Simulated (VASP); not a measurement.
Here is a VASP 6.6.1 calculation.

File INCAR:

```
SYSTEM = Sn
PREC = Accurate
ENCUT = 600
EDIFF = 1E-6
ISMEAR = -1
SIGMA = 0.1
LREAL = .FALSE.
LASPH = .TRUE.
NELM = 80
ALGO = Normal
ISIF = 3
LWAVE = .FALSE.
LCHARG = .FALSE.
GGA = PE
IBRION = 2
NSW = 32
EDIFFG = -0.005
PSTRESS = 160.0
```

File KPOINTS:

```
Automatic mesh
0
G
  13 13 13
  0 0 0
```

POSCAR

```
Sn
1.0
    2.8825953488      0.0000000000      0.0000000000
    0.0000000000      2.8825953488      0.0000000000
    0.0000000000      0.0000000000      2.8825953488
Sn
1
Direct
    0.0000000000      0.0000000000      0.0000000000
```

Potentials or basis: VASP PAW PBE potentials, release 64 (Sn_d).

Launch:

```bash
$ cat potpaw_PBE.64/Sn_d/POTCAR > POTCAR
$ mpirun -np 1 vasp_std > vasp.out
```

**Question.** What does it give for the relaxed cell?

**Answer.** a = 2.882 Å, b = 2.882 Å, c = 2.882 Å, α = 90.00°, β = 90.00°, γ = 90.00°.

**Question.** Predict the relaxed volume.

**Answer.** 23.94 Å³/atom.

**Question.** Predict the space group after relaxing (to 0.1 Å).

**Answer.** Pm-3m (No. 221).

**Question.** What does it give for the band gap on the k mesh?

**Answer.** Zero (bands 7 and 8 overlap by 8.32 eV).

Final structure:
```
CELL_PARAMETERS angstrom
2.88221 0.00000 0.00000
0.00000 2.88221 0.00000
0.00000 0.00000 2.88221
ATOMIC_POSITIONS crystal
Sn 0.00000 0.00000 0.00000
```

Caveat: the cell is relaxed towards a set pressure, so the run minimises the enthalpy, not the energy; spin-orbit coupling is left out, which moves the levels of the heavy elements.
